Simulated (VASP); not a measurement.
## WC: relaxation of cell and atoms with LDA

The system is WC.

```
W C
1.0
     2.90600    0.00000    0.00000
    -1.45300    2.51667    0.00000
     0.00000    0.00000    2.83700
W C
1 1
Cartesian
  0.0000 0.0000 0.0000
  0.0000 1.6778 1.4185
```

```
Program                : VASP 6.6.1
Task                   : relaxation of cell and atoms
Functional             : LDA
Potentials or basis    : VASP PAW LDA potentials, release 64 (W_sv, C)
Cutoff                 : 600 eV
k mesh                 : 18 × 18 × 18
Occupations            : gaussian, width 0.1 eV
Spin                   : no spin polarisation
Dipole correction      : no
Further INCAR settings : ALGO = Normal; EDIFF = 1e-07; IBRION = 2; EDIFFG = -0.003; NSW = 80; ISIF = 3
```

```json
{
  "Relaxed volume": "10.19 Å³/atom",
  "Relaxed cell": "a = 2.890 Å, b = 2.890 Å, c = 2.818 Å, α = 90.00°, β = 90.00°, γ = 120.00°",
  "Space group after relaxing (to 0.1 Å)": "P-6m2 (No. 187)",
  "Energy gained by relaxing": "4.4 meV/atom",
  "Ionic steps": "11",
  "Pressure after relaxing": "0.0 GPa",
  "Band gap on the k mesh": "zero (bands 9 and 10 overlap by 1.31 eV)"
}
```

Step by step:
```csv
step,energy change (eV),largest force (eV/Å),pressure (GPa),volume (Å³)
1,0.0000,0.0000,-7.40,20.75
2,0.0697,0.0000,24.90,19.34
3,-0.0088,0.0000,-0.20,20.39
4,-0.0088,0.0000,-0.04,20.38
5,-0.0088,0.0000,0.11,20.37
6,-0.0087,0.0000,-0.31,20.39
7,-0.0088,0.0000,-0.06,20.38
8,-0.0088,0.0000,-0.06,20.38
9,-0.0088,0.0000,-0.05,20.38
10,-0.0088,0.0000,0.07,20.37
11,-0.0088,0.0000,0.02,20.38
```

Final structure:
```
W C
1.0
     2.88956    0.00000    0.00000
    -1.44478    2.50243    0.00000
     0.00000    0.00000    2.81799
W C
1 1
Direct
  0.00000 0.00000 0.00000
  0.33333 0.66667 0.50000
```

Levels at points of the mesh, in eV from the Fermi level:
```tsv
k point	band 7	band 8	band 9	band 10	band 11	band 12
(0.00, 0.00, 0.00)	-3.42	-3.42	0.13	3.26	3.26	5.70
(0.50, 0.00, 0.00)	-3.70	-3.67	-0.45	2.35	4.59	4.98
(0.00, 0.00, 0.50)	-2.08	-2.08	-0.65	-0.65	3.73	4.53
(0.50, 0.00, 0.50)	-4.43	-4.15	0.38	4.50	5.43	6.85
```

Wall time 6.5 min on 1 thread of Intel Xeon 8259CL, with other jobs on the host, peak memory 0.27 GiB.

Caveat: spin-orbit coupling is left out, which moves the levels of the heavy elements.
